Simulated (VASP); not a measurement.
A run of VASP 6.6.1:

INCAR

```
SYSTEM = Li
PREC = Accurate
ENCUT = 520
EDIFF = 1E-7
ISMEAR = -1
SIGMA = 0.1
LREAL = .FALSE.
LASPH = .TRUE.
NELM = 60
ALGO = Normal
ISIF = 2
LWAVE = .FALSE.
LCHARG = .FALSE.
GGA = PE
NBANDS = 8
```

File KPOINTS:

```
regular mesh
0
G
  21 21 21
  0 0 0
```

The input POSCAR:

```
Li
1.0
   -1.7154150880      1.7154150880      1.7154150880
    1.7154150880     -1.7154150880      1.7154150880
    1.7154150880      1.7154150880     -1.7154150880
Li
1
Direct
    0.0000000000      0.0000000000      0.0000000000
```

Potentials or basis: VASP PAW PBE potentials, release 64 (Li_sv).

The run is started by

```sh
$ cat potpaw_PBE.64/Li_sv/POTCAR > POTCAR
$ mpirun -np 1 vasp_std > vasp.out
```

Hardware: 1 thread of Intel Xeon 8259CL, with other jobs on the host.

Question: Estimate the wall time of this run.

Answer: Wall time 45 s on 1 thread of Intel Xeon 8259CL, with other jobs on the host, peak memory 0.15 GiB. Counts: scf iterations 11, k points 286.
